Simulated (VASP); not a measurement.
# Ge (Cmmm) in VASP: further runs

Aim: see how the results for Ge move with the level of theory and the settings. Levels: PBE, revPBE+D4. Tasks: single point, relaxation of cell and atoms.

All numbers are computed with VASP 6.6.1; they aren't measurements. Logs are shortened: lines on timing, memory, paths and dates and some standing lists are left out, and cuts for length are marked.

**1. The cell of the first run**

It takes space group Cmmm (No. 65, orthorhombic). The conventional cell has a = 2.849 Å, b = 5.303 Å, c = 2.751 Å, α = 90.00°, β = 90.00°, γ = 90.00°. Within 3.6 Å of Ge (site symmetry mmm) lie 8 Ge at 2.75 to 3.01 Å.

**2. Single point, PBE (volume scaled by 1.06)**

INCAR reads:

```
SYSTEM = Ge
  PREC = Accurate
  ENCUT = 520
  EDIFF = 1E-6
  ISMEAR = -1
  SIGMA = 0.05
  LREAL = .False.
  LASPH = .True.
  NELM = 100
  ALGO = Normal
  ISIF = 2
  LWAVE = .False.
  LCHARG = .False.
  GGA = PE
  NBANDS = 13
```

KPOINTS reads:

```
regular mesh
0
Gamma
  11 11 10
  0 0 0
```

POSCAR reads:

```
Ge
1.0
    1.4245510352     -2.6515194585      0.0000000000
    1.4245510352      2.6515194585      0.0000000000
    0.0000000000      0.0000000000      2.7511509255
Ge
1
Direct
    0.5000000000      0.5000000000      0.0000000000
```

Potentials or basis: VASP PAW PBE potentials, release 64 (Ge_d).

Started as:

```sh
cat potpaw_PBE.64/Ge_d/POTCAR > POTCAR
mpirun -np 1 vasp_std > vasp.out
```

OUTCAR:

```text
SYSTEM = Ge
   PREC = Accurate
   ENCUT = 520
   EDIFF = 1E-6
   ISMEAR = -1
   LREAL = .False.
   LASPH = .True.
   NELM = 100
   ISIF = 2
   GGA = PE

 ion  position               nearest neighbor table
   1  0.500  0.500  0.000-

  LATTYP: Found a base centered orthorhombic cell.
 ALAT       =     2.8491020704
 B/A-ratio  =     1.8613018368
 C/A-ratio  =     0.9656203455

  Lattice vectors:

 A1 = (   1.4245510352,  -2.6515194585,   0.0000000000)
 A2 = (   1.4245510352,   2.6515194585,   0.0000000000)
 A3 = (   0.0000000000,   0.0000000000,   2.7511509255)

Analysis of symmetry for initial positions (statically):
=====================================================================
 Subroutine PRICEL returns:
 Original cell was already a primitive cell.

 Routine SETGRP: Setting up the symmetry group for a
 base centered orthorhombic supercell.

 Subroutine GETGRP returns: Found  8 space group operations
 (whereof  8 operations were pure point group operations)
 out of a pool of  8 trial point group operations.

The static configuration has the point symmetry D_2h.

Analysis of symmetry for dynamics (positions and initial velocities):
=====================================================================
 Subroutine PRICEL returns:
 Original cell was already a primitive cell.

 Routine SETGRP: Setting up the symmetry group for a
 base centered orthorhombic supercell.

 Subroutine GETGRP returns: Found  8 space group operations
 (whereof  8 operations were pure point group operations)
 out of a pool of  8 trial point group operations.

The dynamic configuration has the point symmetry D_2h.

 Subroutine INISYM returns: Found  8 space group operations
 (whereof  8 operations are pure point group operations),
 and found     1 'primitive' translations

----------------------------------------------------------------------------------------

                                     Primitive cell

  volume of cell :      20.7834

  direct lattice vectors                    reciprocal lattice vectors
     1.424551035 -2.651519459  0.000000000     0.350987776 -0.188571122  0.000000000
     1.424551035  2.651519459  0.000000000     0.350987776  0.188571122  0.000000000
     0.000000000  0.000000000  2.751150926     0.000000000  0.000000000  0.363484239

  length of vectors
     3.009966958  3.009966958  2.751150926     0.398436303  0.398436303  0.363484239

  position of ions in fractional coordinates (direct lattice)
     0.500000000  0.500000000  0.000000000

  ion indices of the primitive-cell ions
   primitive index   ion index
                 1           1

----------------------------------------------------------------------------------------

 KPOINTS: regular mesh

Automatic generation of k-mesh.
 Grid dimensions read from file:
 generate k-points for:   11   11   10

 Generating k-lattice:

  Cartesian coordinates                     Fractional coordinates (reciprocal lattice)
     0.031907980 -0.017142829  0.000000000     0.090909091  0.000000000  0.000000000
     0.031907980  0.017142829  0.000000000     0.000000000  0.090909091  0.000000000
     0.000000000  0.000000000  0.036348424     0.000000000  0.000000000  0.100000000

  Length of vectors
     0.036221482  0.036221482  0.036348424

  Shift w.r.t. Gamma in fractional coordinates (k-lattice)
     0.000000000  0.000000000  0.000000000

 Subroutine IBZKPT returns following result:
 ===========================================

 Found    216 irreducible k-points:

 Following reciprocal coordinates:
            Coordinates               Weight
  0.000000  0.000000  0.000000      1.000000
  0.090909  0.000000  0.000000      4.000000
  0.181818  0.000000  0.000000      4.000000
  0.272727  0.000000  0.000000      4.000000
  0.363636  0.000000  0.000000      4.000000
  0.454545 -0.000000  0.000000      4.000000
[... 16 lines left out ...]
 -0.272727  0.181818  0.000000      4.000000
 -0.181818  0.181818  0.000000      2.000000
 [... further k-points ...]
   k-points           NKPTS =    216   k-points in BZ     NKDIM =    216   number of bands    NBANDS=     13
   number of dos      NEDOS =    301   number of ions     NIONS =      1
   total plane-waves  NPLWV =  11520
   dimension x,y,z NGX =    24 NGY =   24 NGZ =   20
   dimension x,y,z NGXF=    48 NGYF=   48 NGZF=   40
   ions per type =               1
   NGX,Y,Z   is equivalent  to a cutoff of  13.26, 13.26, 12.09 a.u.
   NGXF,Y,Z  is equivalent  to a cutoff of  26.51, 26.51, 24.17 a.u.
 SYSTEM =  Ge
   PREC   = accura    normal or accurate (medium, high low for compatibility)
   ISTART =      0    job   : 0-new  1-cont  2-samecut
   ICHARG =      2    charge: 1-file 2-atom 10-const
   ISPIN  =      1    spin polarized calculation?
   LNONCOLLINEAR =      F non collinear calculations
   LSORBIT =      F    spin-orbit coupling
   LASPH  =      T    aspherical Exc in radial PAW
   ENCUT  =  520.0 eV  38.22 Ry    6.18 a.u.   5.60  5.60  5.12*2*pi/ulx,y,z
   NELM   =    100;   NELMIN=  2; NELMDL= -5     # of ELM steps
   EDIFF  = 0.1E-05   stopping-criterion for ELM
   LREAL  =      F    real-space projection
   EDIFFG = 0.1E-04   stopping-criterion for IOM
   NSW    =      0    number of steps for IOM
   IBRION =     -1    ionic relax: 0-MD 1-quasi-New 2-CG
   NFREE  =      0    steps in history (QN), initial steepest desc. (CG)
   ISIF   =      2    stress and relaxation
   ISYM   =      2    0-nonsym 1-usesym 2-fastsym
   POTIM  = 0.5000    time-step for ionic-motion
   TEBEG  =    0.0;   TEEND  =   0.0 temperature during run
   PSTRESS=    0.0 pullay stress
   NELECT =      14.0000    total number of electrons
   NUPDOWN=      -1.0000    fix difference up-down
   EMIN   =  10.00;   EMAX   =-10.00  energy-range for DOS
   EFERMI =   0.00;   METHOD = LEGACY
   ISMEAR =    -1;   SIGMA  =   0.05  broadening in eV -4-tet -1-fermi 0-gaus
   EFERMI_NEDOS =   21; number of points for ismear=-14 and -15
   IALGO  =     38    algorithm
   IMIX   =      4    mixing-type and parameters
     AMIX     =   0.40;   BMIX     =  1.00
     AMIX_MAG =   1.60;   BMIX_MAG =  1.00
  volume/ion in A,a.u.               =      20.78       140.25
  Fermi-wavevector in a.u.,A,eV,Ry     =   1.435088  2.711922 28.020880  2.059477
  Thomas-Fermi vector in A             =   2.554425
   LORBIT       =      0    0 simple, 1 ext, 2 COOP (PROOUT), +10 PAW based schemes
   GGA     = PE    functional components
   LHFCALC =     F    Hartree Fock is set to
   AEXX    =    0.0000 exact exchange contribution
   IVDW    =     0    specifies the selected vdW correction
   LEPSILON=     F    determine dielectric tensor
   LRPA    =     F    only Hartree local field effects (RPA)
 non-spin polarized calculation
  energy-cutoff  :      520.00
  volume of cell :       20.78
 maximum number of plane-waves:       575
   NGX = 11   NGY = 11   NGZ = 11

 number of electron      13.9999998 magnetization

 Free energy of the ion-electron system (eV)
  ---------------------------------------------------
  ext. energy  EPLUGINS =         0.00000000
  ---------------------------------------------------
  free energy    TOTEN  =        -4.25248282 eV

  energy without entropy =       -4.24802590  energy(sigma->0) =       -4.25025436

 E-fermi :   5.5861     XC(G=0): -10.7528

 val. band max:        5.5771034561   @ k =  -0.3636   0.0909   0.3000
 cond. band min:       5.6196941350   @ k =   0.3636   0.3636   0.4000
 fundamental gap:      0.0425906789
 Fermi energy:         5.5861005555

 k-point     1 :       0.0000    0.0000    0.0000
  band No.  band energies     occupation
      1     -19.0767      2.00000
      2     -19.0391      2.00000
      3     -18.9964      2.00000
      4     -18.9037      2.00000
      5     -18.8844      2.00000
      6      -6.7817      2.00000
      7      11.9749      0.00000
      8      12.3555      0.00000
      9      13.7678      0.00000
     10      15.5509      0.00000
     11      17.7198      0.00000
     12      19.7957      0.00000
     13      20.2355      0.00000

 k-point     2 :       0.0909    0.0000    0.0000
  band No.  band energies     occupation
      1     -19.0720      2.00000
      2     -19.0317      2.00000
      3     -18.9971      2.00000
      4     -18.9048      2.00000
      5     -18.8877      2.00000
      6      -6.5906      2.00000
      7      11.5337      0.00000
      8      12.1576      0.00000
      9      12.3403      0.00000
     10      15.9610      0.00000
     11      17.4774      0.00000
     12      19.0313      0.00000
     13      21.0912      0.00000

 k-point     3 :       0.1818    0.0000    0.0000
  band No.  band energies     occupation
      1     -19.0623      2.00000
      2     -19.0165      2.00000
      3     -18.9915      2.00000
      4     -18.9082      2.00000
      5     -18.8959      2.00000
      6      -6.0189      2.00000
      7       8.8862      0.00000
      8      11.0095      0.00000
      9      12.6930      0.00000
     10      15.4546      0.00000
     11      16.9715      0.00000
     12      20.8252      0.00000
     13      23.6592      0.00000
[... 305 lines left out ...]
 k-point    23 :      -0.2727    0.1818    0.0000
  band No.  band energies     occupation
      1     -19.0621      2.00000
      2     -19.0299      2.00000
      3     -18.9663      2.00000
      4     -18.9180      2.00000
      5     -18.8900      2.00000
      6      -5.5904      2.00000
      7       6.4113      0.00000
      8      10.3866      0.00000
      9      13.0591      0.00000
     10      16.9363      0.00000
     11      18.1048      0.00000
     12      21.5416      0.00000
     13      25.6912      0.00000

 k-point    24 :      -0.1818    0.1818    0.0000
  band No.  band energies     occupation
      1     -19.0700      2.00000
      2     -19.0348      2.00000
      3     -18.9755      2.00000
      4     -18.9134      2.00000
      5     -18.8863      2.00000
      6      -6.1108      2.00000
      7       7.7491      0.00000
      8      12.4633      0.00000
      9      12.5928      0.00000
     10      15.9913      0.00000
     11      17.3395      0.00000
     12      22.5698      0.00000
     13      22.8784      0.00000

 [... further k-points ...]
[... 5 lines left out ...]
  --------------------------------------------------------------------------------------
  -------------------------------------------------------------------------------------
  Total       -0.3616049     -0.7151942     -0.4670646      0.0000000      0.0000000      0.0000000
  in kB      -27.8758179    -55.1337205    -36.0056168      0.0000000      0.0000000      0.0000000
  external PRESSURE =     -39.6717184 kB  Pullay stress =       0.0000000 kB

 VOLUME and BASIS-vectors are now :
 -----------------------------------------------------------------------------
  energy-cutoff  :      520.00
  volume of cell :       20.78
      direct lattice vectors                 reciprocal lattice vectors
     1.424551035 -2.651519459  0.000000000     0.350987776 -0.188571122  0.000000000
     1.424551035  2.651519459  0.000000000     0.350987776  0.188571122  0.000000000
     0.000000000  0.000000000  2.751150926     0.000000000  0.000000000  0.363484239

 POSITION                                       TOTAL-FORCE (eV/Angst)
 -----------------------------------------------------------------------------------
      1.42455      0.00000      0.00000         0.000000      0.000000      0.000000
 -----------------------------------------------------------------------------------
    total drift:                               -0.000000     -0.000000     -0.000000

  FREE ENERGIE OF THE ION-ELECTRON SYSTEM (eV)
  ---------------------------------------------------
  free  energy   TOTEN  =        -4.2524828194 eV

  energy  without entropy=       -4.2480259044  energy(sigma->0) =       -4.25025436
```

Wall time 86 s (1 thread of AMD EPYC 7R13, shared host); peak memory 0.14 GiB.

Results:

- Free energy: -4.2525 eV
- Pressure: -4.0 GPa
- Band gap on the k mesh: zero (band 7 reaches 11.97 eV, above the bottom of band 8 at 3.42 eV)

Caveat: the cell differs from its parent crystal (volume scaled by 1.06).

**3. Single point, PBE**

This run uses another cell than the first one, of 18.82 Å³/atom, 0.906 times its volume.

INCAR reads:

```
SYSTEM = Ge
ALGO     = Normal         ! electronic algorithm
EDIFF    = 1E-6           ! SCF threshold, eV
ENCUT    = 520            ! plane-wave cutoff, eV
GGA      = PE             ! functional
ISIF     = 2              ! what is computed and relaxed
ISMEAR   = -1             ! smearing method
LASPH    = .TRUE.         ! aspherical terms in the spheres
LCHARG   = .TRUE.         ! write CHGCAR
LELF     = .TRUE.         ! ELF
LREAL    = .FALSE.        ! projectors in reciprocal space
LVHAR    = .TRUE.       
LWAVE    = .FALSE.        ! write WAVECAR
NBANDS   = 13             ! bands
NELM     = 60             ! most SCF steps
PREC     = Accurate       ! precision mode
SIGMA    = 0.05           ! smearing width, eV
```

KPOINTS reads:

```
k-points
0
G
  11 11 10
  0 0 0
```

POSCAR reads:

```
Ge
1.0
    1.3782662934     -2.5653695835      0.0000000000
    1.3782662934      2.5653695835      0.0000000000
    0.0000000000      0.0000000000      2.6617639486
Ge
1
Direct
    0.5000000000      0.5000000000      0.0000000000
```

Potentials or basis: VASP PAW PBE potentials, release 64 (Ge_d).

Started as:

```sh
cat potpaw_PBE.64/Ge_d/POTCAR > POTCAR
mpirun -np 1 vasp_std > vasp.out
```

Wall time 47 s (1 thread of AMD EPYC 7R43 (Zen 3), shared host); peak memory 0.13 GiB.

It converged, with:

```yaml
Free_energy: -4.2646 eV
Pressure: 2.0 GPa
Band_gap_on_the_k_mesh: zero (band 7 reaches 13.54 eV, above the bottom of band 8 at 4.11 eV)
```

Stress tensor (GPa, compression positive):
```
3.72 0.00 0.00
0.00 0.00 0.00
0.00 0.00 2.36
```

Levels at points of the mesh, in eV from the Fermi level:
```csv
k point,band 3,band 4,band 5,band 6,band 7,band 8,band 9,band 10,band 11,band 12
"(0.00, 0.00, 0.00)",-24.62,-24.51,-24.49,-13.17,6.92,7.46,9.04,10.36,12.80,15.32
"(0.00, 0.00, 0.50)",-24.58,-24.56,-24.53,-9.21,-5.91,10.46,12.05,16.42,16.50,17.66
```

**4. Single point, PBE**

This run uses another cell than the first one, of 20.00 Å³/atom, 0.962 times its volume.

INCAR reads:

```
SYSTEM = Ge
  ALGO = Normal
  EDIFF = 1E-6
  ENCUT = 520
  GGA = PE
  ISIF = 2
  ISMEAR = -1
  LASPH = .TRUE.
  LCHARG = .FALSE.
  LREAL = .FALSE.
  LWAVE = .FALSE.
  NBANDS = 13
  NELM = 60
  PREC = Accurate
  SIGMA = 0.05
```

KPOINTS is that of step 3.

POSCAR reads:

```
Ge
1.0
    1.4064019120     -2.6177384622      0.0000000000
    1.4064019120      2.6177384622      0.0000000000
    0.0000000000      0.0000000000      2.7161006002
Ge
1
Direct
    0.5000000000      0.5000000000      0.0000000000
```

Started as:

```sh
cat potpaw_PBE.64/Ge_d/POTCAR > POTCAR
mpirun -np 1 vasp_std > vasp.out
```

Wall time 44 s (1 thread of AMD EPYC 7R43 (Zen 3), shared host); peak memory 0.14 GiB.

The run converged. Its results:

```yaml
Free_energy: -4.2660 eV
Pressure: -2.0 GPa
Band_gap_on_the_k_mesh: zero (band 7 reaches 12.57 eV, above the bottom of band 8 at 3.68 eV)
```

Stress tensor (GPa, compression positive):
```
-0.56  0.00  0.00
 0.00 -3.78  0.00
 0.00  0.00 -1.55
```

Levels at points of the mesh, in eV from the Fermi level:
| k point | band 5 | band 6 | band 7 | band 8 | band 9 | band 10 |
| --- | --- | --- | --- | --- | --- | --- |
| (0.00, 0.00, 0.00) | -24.48 | -12.67 | 6.59 | 7.03 | 8.50 | 10.11 |
| (0.00, 0.00, 0.50) | -24.51 | -9.00 | -5.52 | 9.77 | 11.24 | 15.88 |

**5. Relaxation of cell and atoms, revPBE+D4**

This run uses another cell than the first one, of 19.61 Å³/atom, 0.943 times its volume.

INCAR reads:

```
SYSTEM = Ge
ALGO = Normal
EDIFF = 1E-6
EDIFFG = -0.01
ENCUT = 600
GGA = RE
IBRION = 2
ISIF = 3
ISMEAR = -1
IVDW = 13
LASPH = .True.
LCHARG = .False.
LREAL = .False.
LWAVE = .False.
NELM = 80
NSW = 60
PREC = Accurate
SIGMA = 0.05
```

KPOINTS reads:

```
k-points
0
Gamma
  11 11 10
  0 0 0
```

POSCAR reads:

```
Ge
1.0
    1.3971490000     -2.6005160000      0.0000000000
    1.3971490000      2.6005160000      0.0000000000
    0.0000000000      0.0000000000      2.6982310000
Ge
1
Direct
    0.5000000000      0.5000000000      0.0000000000
```

Started as:

```sh
cat potpaw_PBE.64/Ge_d/POTCAR > POTCAR
mpirun -np 1 vasp_std > vasp.out
```

It took 12 min on 1 thread of AMD EPYC 7R43 (Zen 3), shared host; peak memory 0.16 GiB.

It converged, with:

- Free energy: -4.6044 eV
- Relaxed volume: 18.34 Å³/atom
- Relaxed cell: a = 2.823 Å, b = 2.823 Å, c = 2.669 Å, α = 90.00°, β = 90.00°, γ = 120.41°
- Space group after relaxing (to 0.05 Å): P6/mmm (No. 191)
- Energy gained by relaxing: 23.1 meV/atom
- Ionic steps: 30
- Pressure after relaxing: 0.0 GPa
- Band gap on the k mesh: zero (band 7 reaches 13.85 eV, above the bottom of band 8 at 4.56 eV)
- Dispersion energy per atom: -0.660 eV

Step by step:
| step | energy change (eV) | largest force (eV/Å) | pressure (GPa) | volume (Å³) |
| --- | --- | --- | --- | --- |
| 1 | 0.0000 | 0.0000 | -4.37 | 19.61 |
| 2 | -0.0199 | 0.0000 | 0.98 | 18.13 |
| 3 | -0.0203 | 0.0000 | 0.22 | 18.29 |
| 4 | -0.0202 | 0.0000 | 0.51 | 18.26 |
| 5 | -0.0222 | 0.0000 | 0.27 | 18.28 |
| 6 | -0.0227 | 0.0000 | 0.34 | 18.28 |
| 7 | -0.0228 | 0.0000 | 0.12 | 18.30 |
| 8 | -0.0229 | 0.0000 | 0.11 | 18.29 |
| 9 | -0.0229 | 0.0000 | 0.20 | 18.30 |
| 10 | -0.0231 | 0.0000 | -0.20 | 18.37 |
| 11 | -0.0231 | 0.0000 | -0.11 | 18.35 |
| 12 | -0.0231 | 0.0000 | -0.07 | 18.35 |
| 13 | -0.0231 | 0.0000 | -0.09 | 18.35 |
| 14 | -0.0230 | 0.0000 | 0.01 | 18.32 |
| 15 | -0.0231 | 0.0000 | 0.03 | 18.34 |
| 16 | -0.0231 | 0.0000 | 0.00 | 18.35 |
| 17 | -0.0231 | 0.0000 | -0.13 | 18.35 |
| 18 | -0.0231 | 0.0000 | 0.20 | 18.31 |
| 19 | -0.0231 | 0.0000 | -0.01 | 18.33 |
| 20 | -0.0231 | 0.0000 | 0.05 | 18.33 |
| 21 | -0.0231 | 0.0000 | 0.10 | 18.33 |
| 22 | -0.0231 | 0.0000 | -0.08 | 18.33 |
| 23 | -0.0231 | 0.0000 | -0.01 | 18.33 |
| 24 | -0.0231 | 0.0000 | 0.07 | 18.33 |
| 25 | -0.0231 | 0.0000 | 0.04 | 18.33 |
| 26 | -0.0231 | 0.0000 | 0.04 | 18.33 |
| 27 | -0.0231 | 0.0000 | 0.04 | 18.33 |
| 28 | -0.0231 | 0.0000 | 0.05 | 18.35 |
| 29 | -0.0231 | 0.0000 | -0.06 | 18.34 |
| 30 | -0.0231 | 0.0000 | -0.03 | 18.34 |

Final structure:
```cif
data_structure
_symmetry_space_group_name_H-M 'P 1'
_symmetry_Int_Tables_number 1
_cell_length_a 2.8226
_cell_length_b 2.8226
_cell_length_c 2.6686
_cell_angle_alpha 90.000
_cell_angle_beta 90.000
_cell_angle_gamma 120.411
_cell_volume 18.34
loop_
_atom_site_label
_atom_site_type_symbol
_atom_site_fract_x
_atom_site_fract_y
_atom_site_fract_z
_atom_site_occupancy
Ge1 Ge 0.50000 0.50000 0.00000 1
```

Levels at points of the mesh, in eV from the Fermi level:
| k point | band 3 | band 4 | band 5 | band 6 | band 7 | band 8 | band 9 | band 10 | band 11 |
| --- | --- | --- | --- | --- | --- | --- | --- | --- | --- |
| (0.00, 0.00, 0.00) | -24.80 | -24.63 | -24.63 | -13.47 | 6.57 | 8.69 | 8.85 | 10.08 | 14.31 |
| (0.00, 0.00, 0.50) | -24.70 | -24.70 | -24.67 | -9.56 | -6.17 | 11.68 | 11.84 | 17.18 | 17.72 |

Caveat: the PAW data sets were made with another functional, which shifts forces and pressure a little; pairwise dispersion overbinds metals, which lowers pressure and volume.

**6. Summary**

| task | level | cell | cutoff (eV) | gap on the mesh (eV) | pressure (GPa) |
| --- | --- | --- | --- | --- | --- |
| single point | PBE | a = 3.010, b = 3.010, c = 2.751 Å, angles 90.0, 90.0, 123.5°, 1 atom | 520 | none | -4.0 |
| single point | PBE | a = 2.912, b = 2.912, c = 2.662 Å, angles 90.0, 90.0, 123.5°, 1 atom | 520 | none | 2.0 |
| single point | PBE | a = 2.972, b = 2.972, c = 2.716 Å, angles 90.0, 90.0, 123.5°, 1 atom | 520 | none | -2.0 |
| relaxation of cell and atoms | revPBE+D4 | relaxed from a = 2.952, b = 2.952, c = 2.698 Å, angles 90.0, 90.0, 123.5°, 1 atom | 600 | none | 0.0 |

Alike in all rows: potentials or basis VASP PAW PBE potentials, release 64 (Ge_d); no spin polarisation; k mesh 11 × 11 × 10; smearing fermi-dirac 0.05 eV.

Caveats: the PAW data sets were made with another functional, which shifts forces and pressure a little (some runs); pairwise dispersion overbinds metals, which lowers pressure and volume (some runs).

Total energies depend on the potentials used, so only differences within one code and one set of settings carry meaning.
